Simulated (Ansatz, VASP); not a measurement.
One calculation of SiB6, two programs

```
Si B
1.0
     4.13397    0.00000    0.00000
     0.00000    4.13397    0.00000
     0.00000    0.00000    4.13397
Si B
1 6
Direct
  0.00000 0.00000 0.00000
  0.20044 0.50000 0.50000
  0.50000 0.20044 0.50000
  0.79956 0.50000 0.50000
  0.50000 0.79956 0.50000
  0.50000 0.50000 0.20044
  0.50000 0.50000 0.79956
```

Alike in both runs: functional PBE; k mesh 4 × 4 × 4; occupations gaussian, width 0.1 eV; no spin polarisation.

Ansatz relaxed the structure, and its values are those at the end. VASP's run is a single point on that final structure, the one shown.

```csv
,VASP,Ansatz
version,VASP 6.6.1,Ansatz 0.2.0
potentials or method,"VASP PAW PBE potentials, release 64 (Si, B), cutoff 520 eV","scalar-relativistic, plane waves, PAW"
valence electrons in the cell,22,22
```

VASP gave:

* gap on the k mesh at the Fermi level (eV): 0.06
* least direct gap on the mesh (eV): 0.69
* pressure (GPa): -0.1
* rms of the force components (eV/Å): 0.017

**Question.** What did Ansatz give for the same quantities?

**Answer.** gap on the k mesh at the Fermi level (eV): 0.06; least direct gap on the mesh (eV): 0.69; pressure (GPa): -0.1; rms of the force components (eV/Å): 0.007.

With one functional, cell and mesh, what is left measures potentials, basis and numerics.
